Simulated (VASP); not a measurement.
# SnS2 (P-3m1) in VASP: vibrations by perturbation theory with PBEsol

Aim: the vibrations by perturbation theory of SnS2 with PBEsol.

All numbers are computed with VASP 6.6.1; they aren't measurements. Logs are shortened: lines on timing, memory, paths and dates and some standing lists are left out, and cuts for length are marked.

### Step 1. The cell of the first run

It takes space group P-3m1 (No. 164, trigonal). The conventional cell has a = 3.522 Å, b = 3.522 Å, c = 4.983 Å, α = 90.00°, β = 90.00°, γ = 120.00°. Within 3.3 Å of Sn (site symmetry -3m) lie 6 S at 2.51 Å. S (site symmetry 3m) has 3 Sn at 2.51 Å and 3 S at 2.89 Å within 3.3 Å.

### Step 2. Vibrations by perturbation theory, PBEsol

The input, INCAR:

```
ALGO = Normal
EDIFF = 1E-8
ENCUT = 500
GGA = PS
GGA_COMPAT = False
IBRION = 8
ISIF = 2
ISMEAR = -1
LASPH = True
LCHARG = False
LREAL = False
LWAVE = False
NBANDS = 20
NELM = 120
NSW = 1
PREC = Accurate
SIGMA = 0.15
```

The input, KPOINTS:

```
k-points
0
Gamma
  12 12 8
```

The input, POSCAR:

```
SnS2
1.0
    3.5218488877      0.0000000000      0.0000000000
   -1.7609244438      3.0500106050      0.0000000000
    0.0000000000      0.0000000000      4.9832010683
Sn S
1 2
Direct
    0.0000000000      0.0000000000      0.0000000000
    0.6666666667      0.3333333333      0.2940464672
    0.3333333333      0.6666666667      0.7059535328
```

Potentials or basis: VASP PAW PBE potentials, release 64 (Sn_d, S).

Launch:

```sh
$ cat potpaw_PBE.64/Sn_d/POTCAR potpaw_PBE.64/S/POTCAR > POTCAR
$ mpirun -np 1 vasp_std > vasp.out
```

OUTCAR:

```text
EDIFF = 1E-8
   ENCUT = 500
   GGA = PS
   IBRION = 8
   ISIF = 2
   ISMEAR = -1
   LASPH = True
   LREAL = False
   NELM = 120
   NSW = 1
   PREC = Accurate

 ion  position               nearest neighbor table
   1  0.000  0.000  0.000-   2 2.51   3 2.51   3 2.51   2 2.51   2 2.51   3 2.51
   2  0.667  0.333  0.294-   1 2.51   1 2.51   1 2.51
   3  0.333  0.667  0.706-   1 2.51   1 2.51   1 2.51

  LATTYP: Found a hexagonal cell.
 ALAT       =     3.5218488877
 C/A-ratio  =     1.4149389219

  Lattice vectors:

 A1 = (   3.5218488877,   0.0000000000,   0.0000000000)
 A2 = (  -1.7609244438,   3.0500106050,   0.0000000000)
 A3 = (   0.0000000000,   0.0000000000,   4.9832010683)

Analysis of symmetry for initial positions (statically):
=====================================================================
 Subroutine PRICEL returns:
 Original cell was already a primitive cell.

 Routine SETGRP: Setting up the symmetry group for a
 hexagonal supercell.

 Subroutine GETGRP returns: Found 12 space group operations
 (whereof 12 operations were pure point group operations)
 out of a pool of 24 trial point group operations.

The static configuration has the point symmetry D_3d.

Analysis of symmetry for dynamics (positions and initial velocities):
=====================================================================
 Subroutine PRICEL returns:
 Original cell was already a primitive cell.

 Routine SETGRP: Setting up the symmetry group for a
 hexagonal supercell.

 Subroutine GETGRP returns: Found 12 space group operations
 (whereof 12 operations were pure point group operations)
 out of a pool of 24 trial point group operations.

The dynamic configuration has the point symmetry D_3d.

 Subroutine INISYM returns: Found 12 space group operations
 (whereof 12 operations are pure point group operations),
 and found     1 'primitive' translations

----------------------------------------------------------------------------------------

                                     Primitive cell

  volume of cell :      53.5279

  direct lattice vectors                    reciprocal lattice vectors
     3.521848888  0.000000000  0.000000000     0.283941768  0.163933856  0.000000000
    -1.760924444  3.050010605  0.000000000     0.000000000  0.327867712  0.000000000
     0.000000000  0.000000000  4.983201068     0.000000000  0.000000000  0.200674223

  length of vectors
     3.521848888  3.521848888  4.983201068     0.327867712  0.327867712  0.200674223

  position of ions in fractional coordinates (direct lattice)
     0.000000000  0.000000000  0.000000000
     0.666666667  0.333333333  0.294046467
     0.333333333  0.666666667  0.705953533

  ion indices of the primitive-cell ions
   primitive index   ion index
                 1           1
                 2           2
                 3           3

----------------------------------------------------------------------------------------

 KPOINTS: k-points

Automatic generation of k-mesh.
 Grid dimensions read from file:
 generate k-points for:   12   12    8

 Generating k-lattice:

  Cartesian coordinates                     Fractional coordinates (reciprocal lattice)
[... 85 lines left out ...]
   GGA     = PS    functional components
   LHFCALC =     F    Hartree Fock is set to
   AEXX    =    0.0000 exact exchange contribution
   IVDW    =     0    specifies the selected vdW correction
   LEPSILON=     F    determine dielectric tensor
   LRPA    =     F    only Hartree local field effects (RPA)
 non-spin polarized calculation
  energy-cutoff  :      500.00
  volume of cell :       53.53
 maximum number of plane-waves:      1396
 NGX is ok and might be reduce to    28
   NGX = 13   NGY = 13   NGZ = 19

--------------------------------------- Ionic step        1  -------------------------------------------

 number of electron      25.9999994 magnetization

 Free energy of the ion-electron system (eV)
  ---------------------------------------------------
  ext. energy  EPLUGINS =         0.00000000
  ---------------------------------------------------
  free energy    TOTEN  =       -13.73968575 eV

  energy without entropy =      -13.72307126  energy(sigma->0) =      -13.73137851

 E-fermi :   8.8453     XC(G=0): -11.1390

 val. band max:        8.7318697295   @ k =   0.0833   0.0000   0.0000
 cond. band min:       8.9128190749   @ k =   0.3333   0.2500   0.0000
 fundamental gap:      0.1809493455
 Fermi energy:         8.8453497789

 k-point     1 :       0.0000    0.0000    0.0000
  band No.  band energies     occupation
      1     -13.1464      2.00000
      2     -13.1464      2.00000
      3     -13.0870      2.00000
      4     -13.0416      2.00000
      5     -13.0416      2.00000
      6      -7.3323      2.00000
[... 541 lines left out ...]
     19      16.6545      0.00000
     20      17.9380      0.00000

 [... further k-points ...]
[... 5 lines left out ...]
  --------------------------------------------------------------------------------------
  -------------------------------------------------------------------------------------
  Total        5.3123500      5.3123500      5.3419177      0.0000000     -0.0000000      0.0000000
  in kB      159.0071969    159.0071969    159.8922074      0.0000000     -0.0000000      0.0000000
  external PRESSURE =     159.3022004 kB  Pullay stress =       0.0000000 kB

 VOLUME and BASIS-vectors are now :
 -----------------------------------------------------------------------------
  energy-cutoff  :      500.00
  volume of cell :       53.53
      direct lattice vectors                 reciprocal lattice vectors
     3.521848888  0.000000000  0.000000000     0.283941768  0.163933856  0.000000000
    -1.760924444  3.050010605  0.000000000     0.000000000  0.327867712  0.000000000
     0.000000000  0.000000000  4.983201068     0.000000000  0.000000000  0.200674223

 POSITION                                       TOTAL-FORCE (eV/Angst)
 -----------------------------------------------------------------------------------
      0.00000      0.00000      0.00000        -0.000000      0.000000      0.000000
      1.76092      1.01667      1.46529        -0.000000      0.000000     -0.014635
     -0.00000      2.03334      3.51791         0.000000      0.000000      0.014635
 -----------------------------------------------------------------------------------
    total drift:                               -0.000000     -0.000000     -0.000000

  FREE ENERGIE OF THE ION-ELECTRON SYSTEM (eV)
  ---------------------------------------------------
  free  energy   TOTEN  =       -13.7396857509 eV

  energy  without entropy=      -13.7230712639  energy(sigma->0) =      -13.73137851

[... ionic steps 2 to 3 ...]

--------------------------------------- Ionic step        4  -------------------------------------------

------------------------ aborting loop because EDIFF is reached ----------------------------------------
[... 11 lines left out ...]
[... ionic steps 8 to 8 ...]

--------------------------------------- Ionic step        9  -------------------------------------------

 Free energy of the ion-electron system (eV)
  ---------------------------------------------------
  ---------------------------------------------------
  free energy    TOTEN  =        -0.12002848 eV

  energy without entropy =       -0.11998874

------------------------ aborting loop because EDIFF is reached ----------------------------------------

 INTERNAL STRAIN TENSOR  FOR ION    2  DIRECTION 3   (eV/Angst):
 -----------------------------------------------------------------------------
    -5.96183 -0.00000  0.00000
    -0.00000 -5.96183 -0.00000
     0.00000 -0.00000-13.34483

 INTERNAL STRAIN TENSOR FOR ION    3 for displacements in x,y,z  (eV/Angst):
          X           Y           Z          XY          YZ          ZX
  --------------------------------------------------------------------------------
  x     0.00000    -0.00000    -0.00000     2.22294     0.00000     6.98735
  y     2.22294    -2.22294     0.00000    -0.00000     5.95009     0.00000
  z     5.96183     5.96183    13.34483     0.00000     0.00000     0.00000

 SECOND DERIVATIVES (NOT SYMMETRIZED)
 ------------------------------------
               1X          1Y          1Z          2X          2Y          2Z          3X          3Y          3Z
  1X    -8.696856   -0.000000    0.000000    4.348428    0.000000    0.000000    4.348428    0.000000    0.000000
  1Y    -0.000000   -8.696856    0.000000    0.000000    4.348428    0.000000    0.000000    4.348428    0.000000
  1Z    -0.000000   -0.000000  -19.021789    0.000000    0.000000    9.510894    0.000000    0.000000    9.510894
  2X     4.352915    0.000000   -0.000000   -6.928040   -0.000000    0.000000    2.575124    0.000000   -0.000000
  2Y     0.000000    4.352915   -0.000000   -0.000000   -6.928040    0.000000    0.000000    2.575124   -0.000000
  2Z     0.000000   -0.000000    9.515655   -0.000000    0.000000  -11.418540   -0.000000   -0.000000    1.902885
  3X     4.352915    0.000000   -0.000000    2.575124    0.000000   -0.000000   -6.928040   -0.000000    0.000000
  3Y     0.000000    4.352915   -0.000000    0.000000    2.575124   -0.000000   -0.000000   -6.928040    0.000000
  3Z     0.000000   -0.000000    9.515655   -0.000000   -0.000000    1.902885   -0.000000    0.000000  -11.418540

 Eigenvectors and eigenvalues of the dynamical matrix
 ----------------------------------------------------

   1 f  =   10.568270 THz    66.402398 2PiTHz  352.519540 cm-1    43.706833 meV
             X         Y         Z           dx          dy          dz
      0.000000  0.000000  0.000000    -0.000000   -0.000000   -0.592146
      1.760924  1.016670  1.465293    -0.000000   -0.000000    0.569808
     -0.000000  2.033340  3.517908     0.000000    0.000000    0.569808
[... 43 lines left out ...]
   9 f/i=    0.001759 THz     0.011050 2PiTHz    0.058664 cm-1     0.007273 meV
             X         Y         Z           dx          dy          dz
      0.000000  0.000000  0.000000     0.694648   -0.408593   -0.000000
      1.760924  1.016670  1.465293     0.360844   -0.212249   -0.000000
     -0.000000  2.033340  3.517908     0.360844   -0.212249   -0.000000

--------------------------------------------------------------------------------------------------------

 ELASTIC MODULI CONTR FROM IONIC RELAXATION (kBar)
 Direction    XX          YY          ZZ          XY          YZ          ZX
 --------------------------------------------------------------------------------
 XX        -190.8512   -128.5957   -357.5215     -0.0000    -83.3189     -0.0000
 YY        -128.5957   -190.8512   -357.5215     -0.0000     83.3189      0.0000
 ZZ        -357.5215   -357.5215   -800.2683     -0.0000     -0.0000     -0.0000
 XY          -0.0000     -0.0000     -0.0000    -31.1277      0.0000    -97.8435
 YZ         -83.3189     83.3189     -0.0000      0.0000   -223.0178     -0.0000
 ZX          -0.0000      0.0000     -0.0000    -97.8435     -0.0000   -307.5506
 --------------------------------------------------------------------------------
```

Wall time 15 min (1 thread of AMD EPYC 9R45 (Zen 5), shared host); peak memory 1.1 GiB.

Results:

| Item | Value |
| --- | --- |
| Highest phonon frequency at Γ, LO-TO splitting left out | 353 cm⁻¹ |

Phonon frequencies in cm⁻¹ (negative: imaginary):
```csv
q point,frequencies
"(0.000, 0.000, 0.000)",0 0 0 238 238 284 284 336 353
```

Caveat: the cell stands under pressure or tension, which shifts response properties; the PAW data sets were made with another functional, which shifts forces and pressure a little; spin-orbit coupling is left out, which moves the levels of the heavy elements.
